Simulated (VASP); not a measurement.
A run of VASP 6.6.1 is set up as follows.

The input INCAR:

```
PREC = Accurate
ENCUT = 520
EDIFF = 1E-6
ISMEAR = 0
SIGMA = 0.05
LREAL = False
LASPH = True
NELM = 80
ALGO = Normal
ISIF = 2
LWAVE = False
LCHARG = True
GGA = PS
LELF = True
LVHAR = True
NBANDS = 26
```

The input KPOINTS:

```
regular mesh
0
Gamma
  9 9 4
```

Contents of POSCAR:

```
MgO
1.0
    3.4182000000      0.0000000000      0.0000000000
   -1.7091000000      2.9602480352      0.0000000000
    0.0000000000      0.0000000000     10.4160299547
Mg O
4 4
Direct
    0.3333333333      0.6666666667      0.9695925587
    0.0000000000      0.0000000000      0.2209429155
    0.0000000000      0.0000000000      0.7209429155
    0.6666666667      0.3333333333      0.4695925587
    0.3333333333      0.6666666667      0.7799203897
    0.0000000000      0.0000000000      0.5295423161
    0.0000000000      0.0000000000      0.0295423161
    0.6666666667      0.3333333333      0.2799203897
```

Potentials or basis: VASP PAW PBE potentials, release 64 (Mg, O).

Command:

```bash
$ cat potpaw_PBE.64/Mg/POTCAR potpaw_PBE.64/O/POTCAR > POTCAR
$ mpirun -np 1 vasp_std > vasp.out
```

Problem. Predict the largest force.

Solution. 0.328 eV/Å.

Problem. What does it give for the band gap on the k mesh?

Solution. 2.86 eV, direct.

Problem. Estimate the pressure.

Solution. -9.8 GPa.

Forces on the atoms (eV/Å):
```
Mg   0.000  0.000  0.268
Mg   0.000  0.000  0.328
Mg   0.000  0.000  0.328
Mg   0.000  0.000  0.268
O    0.000  0.000 -0.291
O    0.000  0.000 -0.305
O    0.000  0.000 -0.305
O    0.000  0.000 -0.291
```

Caveat: the PAW data sets were made with another functional, which shifts forces and pressure a little. PBEsol gaps usually lie below the measured ones, often by a third to a half.
